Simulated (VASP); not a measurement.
Write the native input for VASP 6.6.1 that does the following.

```yaml
Task: single point
Functional: PBE
Dispersion: D3(BJ)
Potentials_or_basis: VASP PAW PBE potentials, release 64 (Mo_sv, S)
Cutoff: 500 eV
k_mesh: 12 × 12 × 4
Occupations: gaussian, width 0.05 eV
Spin: no spin polarisation
Dipole_correction: no
Further_INCAR_settings: ALGO = Normal; EDIFF = 1e-06; NBANDS = 20
```

The structure of MoS2 lies in POSCAR:

```
MoS2
1.0
    3.1494351579      0.0000000000      0.0000000000
   -1.5747175790      2.7274908543      0.0000000000
    0.0000000000      0.0000000000      6.6448340996
Mo S
1 2
Direct
    0.0000000000      0.0000000000      0.0000000000
    0.3333333333      0.6666666667      0.2608812309
    0.3333333333      0.6666666667      0.7391187691
```

This cell differs from its parent crystal: atoms shifted along a free coordinate, c/a of the conventional cell at fixed volume 2.1098.

These files were run (other wordings do the same):

INCAR

```
  PREC = Accurate
  ENCUT = 500
  EDIFF = 1E-6
  ISMEAR = 0
  SIGMA = 0.05
  LREAL = False
  LASPH = True
  NELM = 120
  ALGO = Normal
  ISIF = 2
  LWAVE = False
  LCHARG = False
  GGA = PE
  IVDW = 12
  NBANDS = 20
  GGA_COMPAT = False
```

KPOINTS

```
Automatic mesh
0
Gamma
  12 12 4
```

Potentials or basis: VASP PAW PBE potentials, release 64 (Mo_sv, S).

Launch:

```sh
$ cat potpaw_PBE.64/Mo_sv/POTCAR potpaw_PBE.64/S/POTCAR > POTCAR
$ mpirun -np 1 vasp_std > vasp.out
```

It gave:

The pressure is -12.3 GPa and the largest force is 2.704 eV/Å. The band gap on the k mesh is 0.87 eV (least direct gap 1.73 eV) and the dispersion energy per atom is -0.397 eV.

Caveat: the cell stands under tension; forces of over 1 eV/Å act on the atoms, so gaps and moduli don't describe the material at rest.

Run time: 70 s on 1 thread of Intel Xeon 8259CL, with other jobs on the host, peak memory 0.21 GiB.
